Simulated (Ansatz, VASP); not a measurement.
# Two plane-wave programs on ZnSe

```xyz
4
Lattice="4.0438 0.0000 0.0000 0.0000 4.0438 0.0000 0.0000 0.0000 5.3370" Properties=species:S:1:pos:R:3 pbc="T T T"
Zn    0.0000    0.0000    0.0000
Zn    2.0219    2.0219    0.0000
Se    0.0000    2.0219    1.5931
Se    2.0219    0.0000    3.7439
```

Alike in both runs: task single point; functional LDA; k mesh 8 × 8 × 6; occupations gaussian, width 0.05 eV; no spin polarisation.

|  | VASP | Ansatz |
| --- | --- | --- |
| version | VASP 6.6.1 | Ansatz 0.2.0 |
| potentials or method | VASP PAW LDA potentials, release 64 (Zn, Se), cutoff 520 eV | scalar-relativistic, plane waves, PAW |
| valence electrons in the cell | 36 | 56 |

Ansatz gave:

* gap on the k mesh at the Fermi level (eV): 1.09
* least direct gap on the mesh (eV): 1.09
* pressure (GPa): -6.0
* traceless stress, the component that is largest in VASP (GPa): -1.57
* rms of the force components (eV/Å): 0.543

Task: Estimate VASP's values.

Result: gap on the k mesh at the Fermi level (eV): 1.11; least direct gap on the mesh (eV): 1.11; pressure (GPa): -5.7; traceless stress, the component that is largest in VASP (GPa): -1.57; rms of the force components (eV/Å): 0.525.

LDA's correlation is that of Perdew and Zunger in VASP and of Perdew and Wang (1992) in Ansatz. Atom by atom the forces differ by 0.018 eV/Å (rms over components). VASP's potentials hold 36 valence electrons a cell and Ansatz's 56, so a difference there can come from the potentials and not from the codes.
